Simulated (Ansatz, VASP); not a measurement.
HC8 in VASP and in Ansatz

```
C H
1.0
    -2.46496    1.42314   -3.35822
     2.46496    1.42314   -3.35822
     0.00000   -2.84629   -3.35822
C H
8 1
Cartesian
  1.1117 0.6287 -5.2268
  -1.3399 0.6287 -5.2268
  -0.1141 -1.4945 -5.2268
  -0.1141 -0.0791 -8.3108
  -1.3258 -0.7786 -5.2354
  1.0975 -0.7786 -5.2354
  -0.1141 1.3200 -5.2354
  -0.1141 -0.0791 -1.8196
  -2.5791 -1.5022 -3.8183
```

Alike in both runs: functional PBE; dispersion D3(BJ); k mesh 6 × 6 × 6; occupations gaussian, width 0.05 eV; no spin polarisation.

Ansatz relaxed the structure, and its values are those at the end. VASP's run is a single point on that final structure, the one shown.

|  | VASP | Ansatz |
| --- | --- | --- |
| version | VASP 6.6.1 | Ansatz 0.2.0 |
| potentials or method | VASP PAW PBE potentials, release 64 (C, H), cutoff 520 eV | scalar-relativistic, plane waves, PAW |
| valence electrons in the cell | 33 | 33 |

VASP gave:

```
gap on the k mesh at the Fermi level (eV) : none
pressure (GPa)                            : 5.5
rms of the force components (eV/Å)        : 0.007
```

Problem. Estimate Ansatz's values.

Solution. gap on the k mesh at the Fermi level (eV): none; pressure (GPa): 5.0; rms of the force components (eV/Å): 0.001.

A gap of «none» marks a metal or a gap that the smearing closes. Ansatz's warnings: stress scf threshold loose.
